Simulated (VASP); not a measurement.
# BAs (F-43m) in VASP: a series of runs, part 2 of 2

VASP 6.6.1.

## Step 4: Single point, PBE (14.32 Å³/atom)

This run uses another cell than the first one, of 14.32 Å³/atom.

INCAR

```
PREC     = Accurate       # precision mode
ENCUT    = 500            # plane-wave cutoff, eV
EDIFF    = 1E-6           # SCF threshold, eV
ISMEAR   = 0              # smearing method
SIGMA    = 0.02           # smearing width, eV
LREAL    = False          # projectors in reciprocal space
LASPH    = True           # aspherical terms in the spheres
NELM     = 120            # most SCF steps
ALGO     = Normal         # electronic algorithm
ISIF     = 2              # what is computed and relaxed
LWAVE    = False          # write WAVECAR
LCHARG   = False          # write CHGCAR
GGA      = PE             # functional
NBANDS   = 11             # bands
GGA_COMPAT= False
```

KPOINTS

```
regular mesh
0
Gamma
  10 10 10
```

POSCAR

```
BAs
1.0
    0.0000000000      2.4284254714      2.4284254714
    2.4284254714      0.0000000000      2.4284254714
    2.4284254714      2.4284254714      0.0000000000
B As
1 1
Direct
    0.0000000000      0.0000000000      0.0000000000
    0.2500000000      0.2500000000      0.2500000000
```

Run with:

```
$ cat potpaw_PBE.64/B/POTCAR potpaw_PBE.64/As/POTCAR > POTCAR
$ mpirun -np 1 vasp_std > vasp.out
```

It took 17 s on 1 thread of Intel Xeon Platinum 8259CL at 2.50GHz (Skylake/Cascade Lake), shared host; peak memory 0.16 GiB.

Results (log left out):

```yaml
Free_energy: -11.4065 eV
Pressure: -3.1 GPa
Band_gap_on_the_k_mesh: 1.23 eV (least direct gap 3.22 eV)
```

Levels at points of the mesh, in eV from the valence-band top:
```tsv
k point	band 2	band 3	band 4	band 5	band 6	band 7
(0.00, 0.00, 0.00)	0.00	0.00	0.00	3.22	3.22	3.22
(0.50, 0.00, 0.00)	-8.43	-1.74	-1.74	2.41	4.72	4.72
(0.50, 0.50, 0.00)	-8.26	-3.88	-3.88	1.49	1.49	10.90
```

Caveat: the cell stands under tension. A k mesh can miss the band edges.

## Step 5: Single point, PBE (14.74 Å³/atom)

This run uses another cell than the first one, of 14.74 Å³/atom.

INCAR

```
ALGO = Normal ; EDIFF = 1E-6
ENCUT = 500 ; GGA = PE
GGA_COMPAT = F ; ISIF = 2
ISMEAR = 0 ; LASPH = T
LCHARG = F ; LREAL = F
LWAVE = F ; NBANDS = 11
NELM = 120 ; PREC = Accurate
SIGMA = 0.02
```

KPOINTS

```
k-points
0
Gamma
  10 10 10
```

POSCAR

```
BAs
1.0
    0.0000000000      2.4517771488      2.4517771488
    2.4517771488      0.0000000000      2.4517771488
    2.4517771488      2.4517771488      0.0000000000
B As
1 1
Direct
    0.0000000000      0.0000000000      0.0000000000
    0.2500000000      0.2500000000      0.2500000000
```

Run with:

```
$ cat potpaw_PBE.64/B/POTCAR potpaw_PBE.64/As/POTCAR > POTCAR
$ mpirun -np 1 vasp_std > vasp.out
```

Wall time 28 s (1 thread of Intel Xeon Platinum 8259CL at 2.50GHz (Skylake/Cascade Lake), shared host); peak memory 0.16 GiB.

The run converged. Its results:

* Free energy: -11.3818 eV
* Pressure: -6.3 GPa
* Band gap on the k mesh: 1.25 eV (least direct gap 3.18 eV)

Levels at points of the mesh, in eV from the valence-band top:
```
           k point  band 1  band 2  band 3  band 4  band 5  band 6  band 7  band 8
(0.00, 0.00, 0.00)  -14.71    0.00    0.00    0.00    3.18    3.18    3.18    3.71
(0.50, 0.00, 0.00)  -12.12   -8.24   -1.69   -1.69    2.25    4.69    4.69    8.69
(0.50, 0.50, 0.00)  -10.92   -8.11   -3.76   -3.76    1.51    1.52   10.63   10.63
```

Caveat: the cell stands under tension. A k mesh can miss the band edges.

## Step 6: Single point, PBE (15.29 Å³/atom)

This run uses another cell than the first one, of 15.29 Å³/atom.

INCAR

```
SYSTEM = BAs
PREC = Accurate
ENCUT = 500
EDIFF = 1E-6
ISMEAR = 0
SIGMA = 0.02
LREAL = .False.
LASPH = .True.
NELM = 120
ALGO = Normal
ISIF = 2
LWAVE = .False.
LCHARG = .False.
GGA = PE
NBANDS = 11
GGA_COMPAT = .False.
```

KPOINTS

```
Automatic mesh
0
Gamma
  10 10 10
  0 0 0
```

POSCAR

```
BAs
1.0
    0.0000000000      2.4822371224      2.4822371224
    2.4822371224      0.0000000000      2.4822371224
    2.4822371224      2.4822371224      0.0000000000
B As
1 1
Direct
    0.0000000000      0.0000000000      0.0000000000
    0.2500000000      0.2500000000      0.2500000000
```

Potentials or basis: VASP PAW PBE potentials, release 64 (B, As).

Run with:

```
$ cat potpaw_PBE.64/B/POTCAR potpaw_PBE.64/As/POTCAR > POTCAR
$ mpirun -np 1 vasp_std > vasp.out
```

OUTCAR:

```text
SYSTEM = BAs
   PREC = Accurate
   ENCUT = 500
   EDIFF = 1E-6
   ISMEAR = 0
   LREAL = .False.
   LASPH = .True.
   NELM = 120
   ISIF = 2
   GGA = PE

 ion  position               nearest neighbor table
   1  0.000  0.000  0.000-   2 2.15   2 2.15   2 2.15   2 2.15
   2  0.250  0.250  0.250-   1 2.15   1 2.15   1 2.15   1 2.15

  LATTYP: Found a face centered cubic cell.
 ALAT       =     4.9644742448

  Lattice vectors:

 A1 = (   0.0000000000,   2.4822371224,   2.4822371224)
[... 522 lines left out ...]

------------------------ aborting loop because EDIFF is reached ----------------------------------------

  FORCE on cell =-STRESS in cart. coord.  units (eV):
  Direction    XX          YY          ZZ          XY          YZ          ZX
  --------------------------------------------------------------------------------------
  -------------------------------------------------------------------------------------
  Total       -1.8892728     -1.8892728     -1.8892728     -0.0000000      0.0000000      0.0000000
  in kB      -98.9567563    -98.9567563    -98.9567563     -0.0000000      0.0000000      0.0000000
  external PRESSURE =     -98.9567563 kB  Pullay stress =       0.0000000 kB

 VOLUME and BASIS-vectors are now :
 -----------------------------------------------------------------------------
  energy-cutoff  :      500.00
  volume of cell :       30.59
      direct lattice vectors                 reciprocal lattice vectors
     0.000000000  2.482237122  2.482237122    -0.201431199  0.201431199  0.201431199
     2.482237122  0.000000000  2.482237122     0.201431199 -0.201431199  0.201431199
     2.482237122  2.482237122  0.000000000     0.201431199  0.201431199 -0.201431199

 POSITION                                       TOTAL-FORCE (eV/Angst)
 -----------------------------------------------------------------------------------
      0.00000      0.00000      0.00000        -0.000000      0.000000      0.000000
      1.24112      1.24112      1.24112         0.000000     -0.000000     -0.000000
 -----------------------------------------------------------------------------------
    total drift:                                0.000000      0.000000      0.000000

  FREE ENERGIE OF THE ION-ELECTRON SYSTEM (eV)
  ---------------------------------------------------
  free  energy   TOTEN  =       -11.3252204402 eV

  energy  without entropy=      -11.3252204402  energy(sigma->0) =      -11.32522044
```

OSZICAR:

```text
N       E                     dE             d eps       ncg     rms          rms(c)
DAV:   1     0.116928515152E+02    0.11693E+02   -0.35776E+03  1034   0.613E+02
DAV:   2    -0.110550155049E+02   -0.22748E+02   -0.21689E+02  1481   0.990E+01
DAV:   3    -0.117623731980E+02   -0.70736E+00   -0.70515E+00  1311   0.162E+01
DAV:   4    -0.117648033892E+02   -0.24302E-02   -0.24300E-02  1143   0.102E+00
DAV:   5    -0.117648072917E+02   -0.39025E-05   -0.39024E-05  1222   0.450E-02    0.417E+00
DAV:   6    -0.113656223406E+02    0.39918E+00   -0.12544E+00  1094   0.424E+00    0.205E+00
DAV:   7    -0.113298291861E+02    0.35793E-01   -0.11843E-01  1209   0.173E+00    0.894E-01
DAV:   8    -0.113247506270E+02    0.50786E-02   -0.17301E-02  1157   0.732E-01    0.870E-02
DAV:   9    -0.113250489251E+02   -0.29830E-03   -0.82485E-04  1160   0.153E-01    0.477E-02
DAV:  10    -0.113252128659E+02   -0.16394E-03   -0.19882E-04  1095   0.844E-02    0.111E-02
DAV:  11    -0.113252198418E+02   -0.69759E-05   -0.69070E-06  1287   0.170E-02    0.816E-03
DAV:  12    -0.113252204402E+02   -0.59833E-06   -0.29457E-06  1085   0.936E-03
   1 F= -.11325220E+02 E0= -.11325220E+02  d E =-.847957E-13
```

stdout:

```text
POSCAR found type information on POSCAR B As
 POSCAR found :  2 types and       2 ions
 scaLAPACK will be used
 LDA part: xc-table for (Slater+PW92), standard interpolation
 POSCAR, INCAR and KPOINTS ok, starting setup
 FFT: planning ... GRIDC
 FFT: planning ... GRID_SOFT
 FFT: planning ... GRID
 WAVECAR not read
 entering main loop
```

Wall time 21 s (1 thread of Intel Xeon Platinum 8259CL at 2.50GHz (Skylake/Cascade Lake), shared host); peak memory 0.16 GiB.

Results:

```yaml
Free_energy: -11.3252 eV
Pressure: -9.9 GPa
Band_gap_on_the_k_mesh: 1.29 eV (least direct gap 3.14 eV)
```

Caveat: the cell stands under tension. A k mesh can miss the band edges.

## Step 7: Overview

| level | cell | gap on the mesh (eV) | pressure (GPa) |
| --- | --- | --- | --- |
| PBEsol | a = 3.401 Å, angles 60.0°, 2 atoms | 1.10 | -2.7 |
| PBE | a = 3.401 Å, angles 60.0°, 2 atoms | 1.20 | 0.6 |
| PBE | a = 3.434 Å, angles 60.0°, 2 atoms | 1.23 | -3.1 |
| PBE | a = 3.467 Å, angles 60.0°, 2 atoms | 1.25 | -6.3 |
| PBE | a = 3.510 Å, angles 60.0°, 2 atoms | 1.29 | -9.9 |

Alike in all rows: task single point; potentials or basis VASP PAW PBE potentials, release 64 (B, As); no spin polarisation; k mesh 10 × 10 × 10; cutoff (eV) 500; smearing gaussian 0.02 eV.

Caveats: the cell stands under tension (at least some runs); the PAW data sets were made with another functional, which shifts forces and pressure a little (at least some runs).

Absolute energies hang on the potentials; compare differences alone.
